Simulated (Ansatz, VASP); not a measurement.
**BeTe in VASP and in Ansatz**

Contents of INCAR:

```
SYSTEM = BeTe
PREC = Accurate
ENCUT = 520
EDIFF = 1E-6
ISMEAR = 0
SIGMA = 0.05
LREAL = .False.
LASPH = .True.
NELM = 80
ALGO = Normal
ISIF = 2
LWAVE = .False.
LCHARG = .False.
GGA = PE
NBANDS = 11
```

Contents of KPOINTS:

```
regular mesh
0
Gamma
  8 8 8
  0 0 0
```

POSCAR

```
BeTe
1.0
    0.0000000000      2.7284500000      2.6869000000
    2.7284500000      0.0000000000      2.6869000000
    2.7284500000      2.7284500000      0.0000000000
Be Te
1 1
Direct
    0.0000000000      0.0000000000      0.0000000000
    0.7500000000      0.7500000000      0.7500000000
```

Input for Ansatz:

```yaml
crystal:
  lattice:
    - [0.0, 2.72845, 2.6869]
    - [2.72845, 0.0, 2.6869]
    - [2.72845, 2.72845, 0.0]
  atoms:
    - { symbol: Be, position: [0.0, 0.0, 0.0] }
    - { symbol: Te, position: [0.75, 0.75, 0.75] }
basis:
  ecutwfc: 420
kpoints:
  mp_grid: { grid: [8, 8, 8] }
hamiltonian:
  xc: pbe
scf:
  occupations: { method: gaussian, width: 0.05 }
output:
  forces: true
  stress: true
  eigenvalues: true
```

Change from the starting cell: strain -0.015 along x and y, -0.030 along z, atoms carried along.

Alike in both runs: task single point; functional PBE; k mesh 8 × 8 × 8; occupations gaussian, width 0.05 eV; no spin polarisation.

```csv
,VASP,Ansatz
version,VASP 6.6.1,Ansatz 0.2.0
potentials or method,"VASP PAW PBE potentials, release 64 (Be, Te), cutoff 520 eV","scalar-relativistic, plane waves, PAW"
valence electrons in the cell,8,18
```

```tsv
	VASP	Ansatz	Ansatz less VASP
gap on the k mesh at the Fermi level (eV)	1.54	1.56	+0.020
least direct gap on the mesh (eV)	3.42	3.44	+0.025
pressure (GPa)	9.5	9.2	-0.23
traceless stress, the component that is largest in VASP (GPa)	0.64	0.65	+0.003
```

VASP's potentials hold 8 valence electrons a cell and Ansatz's 18, so a difference there can come from the potentials and not from the codes.

Spin-orbit coupling is off throughout.
